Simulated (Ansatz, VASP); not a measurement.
Two plane-wave programs on Cu3Pt

INCAR

```
PREC     = Accurate       # precision mode
ENCUT    = 520            # plane-wave cutoff, eV
EDIFF    = 1E-8           # SCF threshold, eV
ISMEAR   = -1             # smearing method
SIGMA    = 0.05           # smearing width, eV
LREAL    = F              # projectors in reciprocal space
LASPH    = T              # aspherical terms in the spheres
NELM     = 80             # most SCF steps
ALGO     = Normal         # electronic algorithm
ISIF     = 2              # what is computed and relaxed
LWAVE    = F              # write WAVECAR
LCHARG   = F              # write CHGCAR
GGA      = CA             # functional
LEFG     = T            
NBANDS   = 30             # bands
```

The input KPOINTS:

```
regular mesh
0
Gamma
  9 9 9
```

Contents of POSCAR:

```
Cu3Pt
1.0
    3.7100000000      0.0000000000      0.0000000000
    0.0000000000      3.7100000000      0.0000000000
    0.0000000000      0.0000000000      3.7100000000
Cu Pt
3 1
Direct
    0.0000000000      0.5000000000      0.5000000000
    0.5000000000      0.0000000000      0.5000000000
    0.5000000000      0.5000000000      0.0000000000
    0.0000000000      0.0000000000      0.0000000000
```

Input for Ansatz:

```yaml
crystal:
  lattice:
    - [3.71, 0.0, 0.0]
    - [0.0, 3.71, 0.0]
    - [0.0, 0.0, 3.71]
  atoms:
    - { symbol: Cu, position: [0.0, 0.5, 0.5] }
    - { symbol: Cu, position: [0.5, 0.0, 0.5] }
    - { symbol: Cu, position: [0.5, 0.5, 0.0] }
    - { symbol: Pt, position: [0.0, 0.0, 0.0] }
kpoints:
  mp_grid: { grid: [9, 9, 9] }
  band_path:
    path:
      - [0.0, 0.0, 0.0]
      - [0.0, 0.5, 0.0]
      - [0.5, 0.5, 0.0]
      - [0.0, 0.0, 0.0]
      - [0.5, 0.5, 0.5]
      - [0.0, 0.5, 0.0]
      - [0.5, 0.5, 0.5]
      - [0.5, 0.5, 0.0]
    npoints: 14
scf:
  occupations: { method: fermi_dirac, width: 0.05 }
hamiltonian:
  xc: lda
  pseudopotentials: { kind: paw }
output:
  forces: true
  stress: true
  eigenvalues: true
  efg: { contact_densities: true }
  populations: true
  bader: true
  dos: { projected: true, de: 0.2, e_range: [-14, 8] }
  write_density: true
  write_potential: true
  elf: true
  volumetric_format: npy
```

Alike in both runs: task electric field gradients; functional LDA; k mesh 9 × 9 × 9; occupations fermi-dirac, width 0.05 eV; no spin polarisation.

```csv
,VASP,Ansatz
version,VASP 6.6.1,Ansatz 0.2.0
potentials or method,"VASP PAW LDA potentials, release 64 (Cu, Pt)","PAW with Ansatz's default frozen-core files, scalar-relativistic"
plane-wave cutoff (eV),520,420
valence electrons in the cell,43,75
```

Ansatz gave:

```
pressure (GPa)                                       : -12.1
size of Vzz on the site where it differs most (V/Å²) : 25.3
```

**Question.** Which values does VASP return?

**Answer.** Pressure (GPa): -11.3; size of Vzz on the site where it differs most (V/Å²): 28.3.

LDA's correlation is that of Perdew and Zunger in VASP and of Perdew and Wang (1992) in Ansatz. VASP's potentials hold 43 valence electrons a cell and Ansatz's 75, so a difference there can come from the potentials and not from the codes.

Neither program's run includes spin-orbit coupling.
